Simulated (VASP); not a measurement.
A run of VASP 6.6.1:

The input INCAR:

```
ALGO = Fast
EDIFF = 1E-7
ENCUT = 520
GGA = PE
ISIF = 2
ISMEAR = 0
LASPH = True
LCHARG = True
LELF = True
LREAL = False
LVHAR = True
LWAVE = False
NBANDS = 48
NELM = 80
PREC = Accurate
SIGMA = 0.1
```

File KPOINTS:

```
k-points
0
Gamma
  6 6 6
```

The input POSCAR:

```
Cd6Te
1.0
    5.8638579448      0.0000000000      0.0000000000
   -2.9319289724      5.0782499444      0.0000000000
    0.0000000000      0.0000000000      6.1410876254
Cd Te
6 1
Direct
    0.5000000000      0.0000000000      0.0000000000
    0.0000000000      0.5000000000      0.0000000000
    0.5000000000      0.5000000000      0.0000000000
    0.0000000000      0.0000000000      0.0000000000
    0.3333333333      0.6666666667      0.5000000000
    0.6666666667      0.3333333333      0.5000000000
    0.0000000000      0.0000000000      0.5000000000
```

Potentials or basis: VASP PAW PBE potentials, release 64 (Cd, Te).

Launch:

```sh
$ cat potpaw_PBE.64/Cd/POTCAR potpaw_PBE.64/Te/POTCAR > POTCAR
$ mpirun -np 1 vasp_std > vasp.out
```

Hardware: 1 thread of Intel Xeon 8259CL, on a shared host.

Question: Estimate the wall time of this run.

Answer: It took 7.1 min on 1 thread of Intel Xeon 8259CL, on a shared host, peak memory 0.43 GiB. Counts: scf iterations 15, k points 28.
